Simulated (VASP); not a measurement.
# Zn (R-3m) in VASP: notebook

Zn is run at these levels: PBE; tasks: single point.

Program: VASP 6.6.1. These are calculated values, not measurements. Logs are shortened: lines on timing, memory, paths and dates and some standing lists are left out, and cuts for length are marked.

### 1 The cell of the first run

Symmetry: R-3m, No. 166, trigonal system. Conventional cell: a = 3.226 Å, b = 3.226 Å, c = 5.314 Å, α = 90.00°, β = 90.00°, γ = 120.00°. Zn (site symmetry -3m) has 12 Zn at 2.57 to 3.23 Å within 3.4 Å.

### 2 Single point, PBE (15.97 Å³/atom)

The input, INCAR:

```
SYSTEM = Zn
PREC = Accurate
ENCUT = 520
EDIFF = 1E-7
ISMEAR = 0
SIGMA = 0.15
LREAL = .False.
LASPH = .True.
NELM = 60
ALGO = Fast
ISIF = 2
LWAVE = .False.
LCHARG = .False.
GGA = PE
NBANDS = 12
```

The input, KPOINTS:

```
Automatic mesh
0
Gamma
  22 22 22
  0 0 0
```

The input, POSCAR:

```
Zn
1.0
   -0.4980765844      1.7831902144      1.7831902144
    1.7831902144     -0.4980765844      1.7831902144
    1.7831902144      1.7831902144     -0.4980765844
Zn
1
Direct
    0.0000000000      0.0000000000      0.0000000000
```

Potentials or basis: VASP PAW PBE potentials, release 64 (Zn).

Run with:

```console
cat potpaw_PBE.64/Zn/POTCAR > POTCAR
mpirun -np 1 vasp_std > vasp.out
```

OUTCAR:

```text
SYSTEM = Zn
   PREC = Accurate
   ENCUT = 520
   EDIFF = 1E-7
   ISMEAR = 0
   LREAL = .False.
   LASPH = .True.
   NELM = 60
   ISIF = 2
   GGA = PE

 ion  position               nearest neighbor table
   1  0.000  0.000  0.000-

  LATTYP: Found a trigonal (rhomboedric) cell.
 ALAT       =     2.5705281491
 COS(alpha) =     0.2123968732

  Lattice vectors:

 A1 = (  -0.4980765844,   1.7831902144,   1.7831902144)
 A2 = (   1.7831902144,  -0.4980765844,   1.7831902144)
 A3 = (   1.7831902144,   1.7831902144,  -0.4980765844)

Analysis of symmetry for initial positions (statically):
=====================================================================
 Subroutine PRICEL returns:
 Original cell was already a primitive cell.

 Routine SETGRP: Setting up the symmetry group for a
 trigonal (rhombohedral) supercell.

 Subroutine GETGRP returns: Found 12 space group operations
 (whereof 12 operations were pure point group operations)
 out of a pool of 12 trial point group operations.

The static configuration has the point symmetry D_3d.

Analysis of symmetry for dynamics (positions and initial velocities):
=====================================================================
 Subroutine PRICEL returns:
 Original cell was already a primitive cell.

 Routine SETGRP: Setting up the symmetry group for a
 trigonal (rhombohedral) supercell.

 Subroutine GETGRP returns: Found 12 space group operations
 (whereof 12 operations were pure point group operations)
 out of a pool of 12 trial point group operations.

The dynamic configuration has the point symmetry D_3d.

 Subroutine INISYM returns: Found 12 space group operations
 (whereof 12 operations are pure point group operations),
 and found     1 'primitive' translations

----------------------------------------------------------------------------------------

                                     Primitive cell

  volume of cell :      15.9680

  direct lattice vectors                    reciprocal lattice vectors
    -0.498076584  1.783190214  1.783190214    -0.183597636  0.254755300  0.254755300
     1.783190214 -0.498076584  1.783190214     0.254755300 -0.183597636  0.254755300
     1.783190214  1.783190214 -0.498076584     0.254755300  0.254755300 -0.183597636

  length of vectors
     2.570528149  2.570528149  2.570528149     0.404361989  0.404361989  0.404361989

  position of ions in fractional coordinates (direct lattice)
     0.000000000  0.000000000  0.000000000

[... 77 lines left out ...]
   EDIFFG = 0.1E-05   stopping-criterion for IOM
   NSW    =      0    number of steps for IOM
   IBRION =     -1    ionic relax: 0-MD 1-quasi-New 2-CG
   NFREE  =      0    steps in history (QN), initial steepest desc. (CG)
   ISIF   =      2    stress and relaxation
   ISYM   =      2    0-nonsym 1-usesym 2-fastsym
   POTIM  = 0.5000    time-step for ionic-motion
   TEBEG  =    0.0;   TEEND  =   0.0 temperature during run
   PSTRESS=    0.0 pullay stress
   NELECT =      12.0000    total number of electrons
   NUPDOWN=      -1.0000    fix difference up-down
   EMIN   =  10.00;   EMAX   =-10.00  energy-range for DOS
   EFERMI =   0.00;   METHOD = LEGACY
   ISMEAR =     0;   SIGMA  =   0.15  broadening in eV -4-tet -1-fermi 0-gaus
   EFERMI_NEDOS =   21; number of points for ismear=-14 and -15
   IALGO  =     68    algorithm
   IMIX   =      4    mixing-type and parameters
     AMIX     =   0.40;   BMIX     =  1.00
     AMIX_MAG =   1.60;   BMIX_MAG =  1.00
  volume/ion in A,a.u.               =      15.97       107.76
  Fermi-wavevector in a.u.,A,eV,Ry     =   1.488396  2.812660 30.141282  2.215322
  Thomas-Fermi vector in A             =   2.601436
   LORBIT       =      0    0 simple, 1 ext, 2 COOP (PROOUT), +10 PAW based schemes
   GGA     = PE    functional components
   LHFCALC =     F    Hartree Fock is set to
   AEXX    =    0.0000 exact exchange contribution
   IVDW    =     0    specifies the selected vdW correction
   LEPSILON=     F    determine dielectric tensor
   LRPA    =     F    only Hartree local field effects (RPA)
 non-spin polarized calculation
 RMM-DIIS sequential band-by-band and
 Gauss-broadening in eV      SIGMA  =   0.15
  energy-cutoff  :      520.00
  volume of cell :       15.97
 maximum number of plane-waves:       440
   NGX =  9   NGY =  9   NGZ =  9

 number of electron      12.0000004 magnetization

 Free energy of the ion-electron system (eV)
  ---------------------------------------------------
  ext. energy  EPLUGINS =         0.00000000
  ---------------------------------------------------
  free energy    TOTEN  =        -0.93313146 eV

  energy without entropy =       -0.92945236  energy(sigma->0) =       -0.93129191

 E-fermi :   2.5647     XC(G=0): -11.2520

 val. band max:        2.5568681481   @ k =  -0.4545   0.2273   0.2273
 cond. band min:       2.5695102456   @ k =  -0.4545   0.3636   0.3636
 fundamental gap:      0.0126420975
 Fermi energy:         2.5647365681

 k-point     1 :       0.0000    0.0000    0.0000
  band No.  band energies     occupation
      1      -7.2700      2.00000
      2      -5.4521      2.00000
      3      -5.4521      2.00000
      4      -4.3312      2.00000
      5      -4.3312      2.00000
      6      -4.3272      2.00000
      7      16.6082      0.00000
      8      16.6082      0.00000
      9      17.1513      0.00000
     10      19.7196      0.00000
     11      19.7196      0.00000
     12      22.8384      0.00000
[... 331 lines left out ...]
 k-point    24 :      -0.4545    0.0455    0.0000
  band No.  band energies     occupation
      1      -5.5520      2.00000
      2      -5.3811      2.00000
      3      -4.5777      2.00000
      4      -4.4086      2.00000
      5      -4.3336      2.00000
      6      -1.2034      2.00000
      7       0.8549      2.00000
      8      17.2726      0.00000
      9      18.7636      0.00000
     10      22.0914      0.00000
     11      24.2326      0.00000
     12      27.0445      0.00000

 [... further k-points ...]
[... 5 lines left out ...]
  --------------------------------------------------------------------------------------
  -------------------------------------------------------------------------------------
  Total        0.5034840      0.5034840      0.5034840      0.3166248      0.3166248      0.3166248
  in kB       50.5179487     50.5179487     50.5179487     31.7691054     31.7691054     31.7691054
  external PRESSURE =      50.5179487 kB  Pullay stress =       0.0000000 kB

 VOLUME and BASIS-vectors are now :
 -----------------------------------------------------------------------------
  energy-cutoff  :      520.00
  volume of cell :       15.97
      direct lattice vectors                 reciprocal lattice vectors
    -0.498076584  1.783190214  1.783190214    -0.183597636  0.254755300  0.254755300
     1.783190214 -0.498076584  1.783190214     0.254755300 -0.183597636  0.254755300
     1.783190214  1.783190214 -0.498076584     0.254755300  0.254755300 -0.183597636

 POSITION                                       TOTAL-FORCE (eV/Angst)
 -----------------------------------------------------------------------------------
      0.00000      0.00000      0.00000         0.000000     -0.000000     -0.000000
 -----------------------------------------------------------------------------------
    total drift:                                0.000000      0.000000      0.000000

  FREE ENERGIE OF THE ION-ELECTRON SYSTEM (eV)
  ---------------------------------------------------
  free  energy   TOTEN  =        -0.9331314610 eV

  energy  without entropy=       -0.9294523580  energy(sigma->0) =       -0.93129191
```

It took 1.8 min on 1 thread of Intel Xeon Platinum 8259CL at 2.50GHz (Skylake/Cascade Lake), shared host; peak memory 0.28 GiB.

Results:

```
Free energy            : -0.9331 eV
Pressure               : 5.1 GPa
Band gap on the k mesh : zero (bands 6 and 7 overlap by 5.04 eV)
```

Levels at points of the mesh, in eV from the Fermi level:
| k point | band 2 | band 3 | band 4 | band 5 | band 6 | band 7 | band 8 | band 9 | band 10 | band 11 |
| --- | --- | --- | --- | --- | --- | --- | --- | --- | --- | --- |
| (0.00, 0.00, 0.00) | -8.02 | -8.02 | -6.90 | -6.90 | -6.89 | 14.04 | 14.04 | 14.59 | 17.15 | 17.15 |
| (0.50, 0.00, 0.00) | -7.95 | -7.13 | -6.96 | -6.89 | -3.14 | -2.51 | 16.04 | 16.17 | 18.84 | 20.81 |
| (0.50, 0.50, 0.00) | -7.99 | -7.03 | -7.00 | -6.53 | -0.16 | 2.45 | 3.90 | 8.11 | 15.87 | 19.68 |
| (0.50, 0.50, 0.50) | -7.70 | -7.70 | -6.55 | -6.55 | 1.33 | 5.02 | 8.95 | 8.95 | 13.05 | 13.83 |

Caveat: the cell stands under pressure.

### 3 Single point, PBE (15.97 Å³/atom)

INCAR, as its differences from that of step 2:

```diff
@@ -3,3 +3,3 @@
 ENCUT = 520
-EDIFF = 1E-7
+EDIFF = 1E-6
 ISMEAR = 0
@@ -8,3 +8,3 @@
 LASPH = .True.
-NELM = 60
+NELM = 80
 ALGO = Fast
```

KPOINTS is that of step 2.

The input, POSCAR:

```
Zn
1.0
    1.2386809532      2.7728411628      2.7728411628
    2.7728411628      1.2386809532      2.7728411628
    2.7728411628      2.7728411628      1.2386809532
Zn
1
Direct
    0.0000000000      0.0000000000      0.0000000000
```

Potentials or basis: VASP PAW PBE potentials, release 64 (Zn).

Run with:

```console
cat potpaw_PBE.64/Zn/POTCAR > POTCAR
mpirun -np 1 vasp_std > vasp.out
```

Run time: 5.2 min. Hardware: 1 thread of Intel Xeon Platinum 8259CL at 2.50GHz (Skylake/Cascade Lake), shared host; peak memory 0.34 GiB.

The run converged. Its results:

```
Free energy            : 0.2852 eV
Pressure               : 58.4 GPa
Band gap on the k mesh : zero (bands 6 and 7 overlap by 7.96 eV)
```

Stress tensor (GPa, compression positive):
```
 58.38 -30.20 -30.20
-30.20  58.38 -30.20
-30.20 -30.20  58.38
```

Levels at points of the mesh, in eV from the Fermi level:
| k point | band 2 | band 3 | band 4 | band 5 | band 6 | band 7 | band 8 | band 9 | band 10 | band 11 |
| --- | --- | --- | --- | --- | --- | --- | --- | --- | --- | --- |
| (0.00, 0.00, 0.00) | -8.72 | -8.72 | -8.40 | -7.26 | -7.26 | -0.33 | 4.82 | 28.58 | 29.95 | 32.39 |
| (0.50, 0.00, 0.00) | -9.30 | -7.62 | -7.57 | -6.62 | -1.21 | 4.05 | 8.67 | 11.83 | 15.48 | 18.43 |
| (0.50, 0.50, 0.00) | -9.33 | -7.61 | -7.53 | -6.62 | -1.00 | 4.67 | 7.01 | 9.75 | 19.32 | 20.69 |
| (0.50, 0.50, 0.50) | -8.72 | -8.72 | -7.59 | -7.26 | -7.26 | -4.07 | 13.15 | 16.36 | 28.46 | 33.37 |

Caveat: the cell stands under pressure.

### 4 Single point, PBE (15.97 Å³/atom)

The input, INCAR:

```
SYSTEM = Zn
PREC = Accurate
ENCUT = 520
EDIFF = 1E-7
ISMEAR = 0
SIGMA = 0.15
LREAL = .False.
LASPH = .True.
NELM = 100
ALGO = Fast
ISIF = 2
LWAVE = .False.
LCHARG = .True.
GGA = PE
LELF = .True.
LVHAR = .True.
NBANDS = 12
```

KPOINTS is that of step 3.

The input, POSCAR:

```
Zn
1.0
   -0.9507130648      1.6530291246      1.6530291246
    1.6530291246     -0.9507130648      1.6530291246
    1.6530291246      1.6530291246     -0.9507130648
Zn
1
Direct
    0.0000000000      0.0000000000      0.0000000000
```

Potentials or basis: VASP PAW PBE potentials, release 64 (Zn).

Run with:

```console
cat potpaw_PBE.64/Zn/POTCAR > POTCAR
mpirun -np 1 vasp_std > vasp.out
```

OUTCAR:

```text
SYSTEM = Zn
   PREC = Accurate
   ENCUT = 520
   EDIFF = 1E-7
   ISMEAR = 0
   LREAL = .False.
   LASPH = .True.
   NELM = 100
   ISIF = 2
   GGA = PE

 ion  position               nearest neighbor table
   1  0.000  0.000  0.000-

  LATTYP: Found a trigonal (rhomboedric) cell.
 ALAT       =     2.5236612105
 COS(alpha) =    -0.0644710518

  Lattice vectors:

 A1 = (  -0.9507130648,   1.6530291246,   1.6530291246)
 A2 = (   1.6530291246,  -0.9507130648,   1.6530291246)
[... 532 lines left out ...]
      4      -4.6716      2.00000
      5      -4.2651      2.00000
      6      -1.5845      2.00000
      7       0.9054      2.00000
      8      19.8463      0.00000
      9      20.1912      0.00000
     10      22.1103      0.00000
     11      23.3059      0.00000
     12      23.8868      0.00000

 [... further k-points ...]
[... 5 lines left out ...]
  --------------------------------------------------------------------------------------
  -------------------------------------------------------------------------------------
  Total        0.8585946      0.8585946      0.8585946     -0.1272169     -0.1272169     -0.1272169
  in kB       86.1486013     86.1486013     86.1486013    -12.7645273    -12.7645273    -12.7645273
  external PRESSURE =      86.1486013 kB  Pullay stress =       0.0000000 kB

 VOLUME and BASIS-vectors are now :
 -----------------------------------------------------------------------------
  energy-cutoff  :      520.00
  volume of cell :       15.97
      direct lattice vectors                 reciprocal lattice vectors
    -0.950713065  1.653029125  1.653029125    -0.114519662  0.269542940  0.269542940
     1.653029125 -0.950713065  1.653029125     0.269542940 -0.114519662  0.269542940
     1.653029125  1.653029125 -0.950713065     0.269542940  0.269542940 -0.114519662

 POSITION                                       TOTAL-FORCE (eV/Angst)
 -----------------------------------------------------------------------------------
      0.00000      0.00000      0.00000         0.000000     -0.000000     -0.000000
 -----------------------------------------------------------------------------------
    total drift:                                0.000000     -0.000000      0.000000

  FREE ENERGIE OF THE ION-ELECTRON SYSTEM (eV)
  ---------------------------------------------------
  free  energy   TOTEN  =        -0.8391424741 eV

  energy  without entropy=       -0.8352654831  energy(sigma->0) =       -0.83720398
```

It took 1.9 min on 1 thread of Intel Xeon Platinum 8259CL at 2.50GHz (Skylake/Cascade Lake), shared host; peak memory 0.28 GiB.

What came out:

```
Free energy            : -0.8391 eV
Pressure               : 8.6 GPa
Band gap on the k mesh : zero (bands 6 and 7 overlap by 8.11 eV)
```

Levels at points of the mesh, in eV from the Fermi level:
| k point | band 4 | band 5 | band 6 | band 7 | band 8 | band 9 |
| --- | --- | --- | --- | --- | --- | --- |
| (0.00, 0.00, 0.00) | -6.87 | -6.84 | -6.84 | 13.30 | 13.52 | 13.52 |
| (0.50, 0.00, 0.00) | -7.24 | -6.82 | -3.28 | -2.74 | 17.65 | 17.75 |
| (0.50, 0.50, 0.00) | -7.15 | -6.52 | 0.68 | 2.21 | 3.14 | 6.73 |
| (0.50, 0.50, 0.50) | -6.50 | -6.50 | 5.37 | 5.37 | 7.17 | 10.50 |

Caveat: the cell stands under pressure.

(Part 1 of 2 ends here.)

The gap in the log of VASP goes by the Fermi energy; the results here count the filled bands.